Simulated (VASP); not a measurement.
Input of a VASP 6.6.1 run:

POSCAR

```
TiO2
1.0
   -1.8921000000      1.8921000000      4.7573000000
    1.8921000000     -1.8921000000      4.7573000000
    1.8921000000      1.8921000000     -4.7573000000
Ti O
2 4
Direct
    0.0000000000      0.0000000000      0.0000000000
    0.7500000000      0.2500000000      0.5000000000
    0.2081618803      0.2081618803      0.0000000000
    0.9581618803      0.4581618803      0.5000000000
    0.5418381197      0.0418381197      0.5000000000
    0.7918381197      0.7918381197      0.0000000000
```

File INCAR.step1:

```
SYSTEM = TiO2
PREC = Accurate ; ENCUT = 910
ISMEAR = 0 ; SIGMA = 0.01
LREAL = .FALSE. ; LASPH = .TRUE.
NELM = 120 ; NBANDS = 33
GGA = PE ; ALGO = Normal
EDIFF = 1E-5 ; LWAVE = .TRUE.
LCHARG = .FALSE. ; GGA_COMPAT = .FALSE.
```

The input INCAR.step2:

```
SYSTEM = TiO2
PREC = Accurate ; ENCUT = 910
EDIFF = 1E-6 ; ISMEAR = 0
SIGMA = 0.01 ; LREAL = .FALSE.
LASPH = .TRUE. ; NELM = 120
ALGO = Normal ; ISIF = 2
LWAVE = .FALSE. ; LCHARG = .FALSE.
METAGGA = R2SCAN ; LMIXTAU = .TRUE.
NBANDS = 33 ; ISTART = 1
GGA_COMPAT = .FALSE.
```

Contents of KPOINTS:

```
regular mesh
0
G
  7 7 7
  0 0 0
```

Potentials or basis: VASP PAW PBE potentials, release 64 (Ti_sv, O_h).

Launch:

```console
$ cat potpaw_PBE.64/Ti_sv/POTCAR potpaw_PBE.64/O_h/POTCAR > POTCAR
$ cp INCAR.step1 INCAR
$ mpirun -np 1 vasp_std > vasp.out
$ cp INCAR.step2 INCAR
$ mpirun -np 1 vasp_std > vasp.out
```

(1) Predict the band gap on the k mesh.

(2) What does it give for the pressure?

(3) Predict the largest force.

## Answers

(1) 2.53 eV (least direct gap 2.89 eV).

(2) 1.4 GPa.

(3) 0.032 eV/Å.

Caveat: the PAW data sets were made with another functional, which shifts forces and pressure a little.
